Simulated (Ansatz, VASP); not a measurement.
## TiO2: VASP beside Ansatz

The input POSCAR:

```
TiO2
1.0
   -1.9456413795      1.9456413795      4.6476569410
    1.9456413795     -1.9456413795      4.6476569410
    1.9456413795      1.9456413795     -4.6476569410
Ti O
2 4
Direct
    0.0000000000      0.0000000000      0.0000000000
    0.7500000000      0.2500000000      0.5000000000
    0.2073045411      0.2073045411      0.0000000000
    0.9573045411      0.4573045411      0.5000000000
    0.5426954589      0.0426954589      0.5000000000
    0.7926954589      0.7926954589      0.0000000000
```

Contents of INCAR.step1:

```
PREC     = Accurate       # precision mode
ENCUT    = 520            # plane-wave cutoff, eV
ISMEAR   = 0              # smearing method
SIGMA    = 0.05           # smearing width, eV
LREAL    = False          # projectors in reciprocal space
LASPH    = True           # aspherical terms in the spheres
NELM     = 80             # most SCF steps
NBANDS   = 33             # bands
GGA      = PE             # functional
ALGO     = Normal         # electronic algorithm
EDIFF    = 1E-4           # SCF threshold, eV
LWAVE    = True           # write WAVECAR
LCHARG   = False          # write CHGCAR
```

Contents of INCAR.step2:

```
PREC     = Accurate       # precision mode
ENCUT    = 520            # plane-wave cutoff, eV
EDIFF    = 1E-7           # SCF threshold, eV
ISMEAR   = 0              # smearing method
SIGMA    = 0.05           # smearing width, eV
LREAL    = False          # projectors in reciprocal space
LASPH    = True           # aspherical terms in the spheres
NELM     = 80             # most SCF steps
ALGO     = Normal         # electronic algorithm
ISIF     = 2              # what is computed and relaxed
LWAVE    = False          # write WAVECAR
LCHARG   = False          # write CHGCAR
METAGGA  = R2SCAN         # meta-GGA
LMIXTAU  = True         
NBANDS   = 33             # bands
ISTART   = 1
```

KPOINTS

```
regular mesh
0
Gamma
  8 8 8
```

Input for Ansatz:

```yaml
crystal:
  lattice:
    - [-1.9456413795, 1.9456413795, 4.647656941]
    - [1.9456413795, -1.9456413795, 4.647656941]
    - [1.9456413795, 1.9456413795, -4.647656941]
  atoms:
    - { symbol: Ti, position: [0.0, 0.0, 0.0] }
    - { symbol: Ti, position: [0.75, 0.25, 0.5] }
    - { symbol: O, position: [0.2073045411, 0.2073045411, 0.0] }
    - { symbol: O, position: [0.9573045411, 0.4573045411, 0.5] }
    - { symbol: O, position: [0.5426954589, 0.0426954589, 0.5] }
    - { symbol: O, position: [0.7926954589, 0.7926954589, 0.0] }
basis:
  ecutwfc: 500
kpoints:
  mp_grid: { grid: [8, 8, 8] }
hamiltonian:
  xc: r2scan
scf:
  occupations: { method: gaussian, width: 0.05 }
output:
  forces: true
  stress: true
  eigenvalues: true
```

Change from the starting cell: strain +0.030 along x and y, -0.030 along z, atoms carried along.

Alike in both runs: task single point; functional r2SCAN; k mesh 8 × 8 × 8; occupations gaussian, width 0.05 eV; no spin polarisation.

```csv
,VASP,Ansatz
version,VASP 6.6.1,Ansatz 0.2.0
potentials or method,"VASP PAW PBE potentials, release 64 (Ti_sv, O), cutoff 520 eV","scalar-relativistic, plane waves, PAW"
valence electrons in the cell,48,48
```

|  | VASP | Ansatz | Ansatz less VASP |
| --- | --- | --- | --- |
| gap on the k mesh at the Fermi level (eV) | 2.49 | 2.47 | -0.022 |
| least direct gap on the mesh (eV) | 2.76 | 2.73 | -0.028 |
| pressure (GPa) | -3.3 | -4.5 | -1.13 |
| traceless stress, the component that is largest in VASP (GPa) | 9.94 | 9.63 | -0.313 |
| rms of the force components (eV/Å) | 0.303 | 0.279 | -0.0240 |

VASP's potentials were made for PBE, not for r2SCAN. Atom by atom the forces differ by 0.024 eV/Å (rms over components).
